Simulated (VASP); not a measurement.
Wanted: the native input for a VASP 6.6.1 run.

- Task: single point
- Functional: LDA
- Potentials or basis: VASP PAW LDA potentials, release 64 (V_sv, Re)
- Cutoff: 520 eV
- k mesh: 7 × 7 × 7
- Occupations: fermi-dirac, width 0.1 eV
- Spin: collinear spin, ferromagnetic start
- Starting moments: [1.0, 1.0, 1.0, 0.0] μB
- Dipole correction: no
- Further INCAR settings: ALGO = Normal; EDIFF = 1e-07; NBANDS = 35

The structure of V3Re lies in POSCAR:

```
V3Re
1.0
    0.0000000000      2.8978671479      2.8978671479
    2.8978671479      0.0000000000      2.8978671479
    2.8978671479      2.8978671479      0.0000000000
V Re
3 1
Direct
    0.7500000000      0.7500000000      0.7500000000
    0.2500000000      0.2500000000      0.2500000000
    0.0000000000      0.0000000000      0.0000000000
    0.5000000000      0.5000000000      0.5000000000
```

The input as run:

INCAR

```
SYSTEM = V3Re
PREC = Accurate ; ENCUT = 520
EDIFF = 1E-7 ; ISMEAR = -1
SIGMA = 0.1 ; LREAL = .FALSE.
LASPH = .TRUE. ; NELM = 150
ALGO = Normal ; ISIF = 2
LWAVE = .FALSE. ; LCHARG = .FALSE.
ISPIN = 2 ; MAGMOM = 1 1 1 0
LORBIT = 11 ; LMAXMIX = 4
NBANDS = 35
```

KPOINTS

```
Automatic mesh
0
G
  7 7 7
  0 0 0
```

Potentials or basis: VASP PAW LDA potentials, release 64 (V_sv, Re).

Command:

```console
$ cat potpaw_LDA.64/V_sv/POTCAR potpaw_LDA.64/Re/POTCAR > POTCAR
$ mpirun -np 1 vasp_std > vasp.out
```

It gave:

```yaml
Pressure: 17.9 GPa
Band_gap_on_the_k_mesh: zero (filled and empty bands overlap)
Net_moment: 0.00 μB per cell
Valence_electrons_inside_the_program's_atomic_spheres: V 11.96, 11.89 (each value once); Re 6.49
```

Caveat: the cell stands under pressure; the moments typed at the start vanished in this run; spin-orbit coupling is left out, which moves the levels of the heavy elements.

Run time: 72 s on 1 thread of Oxide Virtual Turin-like Processor (shared host), peak memory 0.16 GiB.
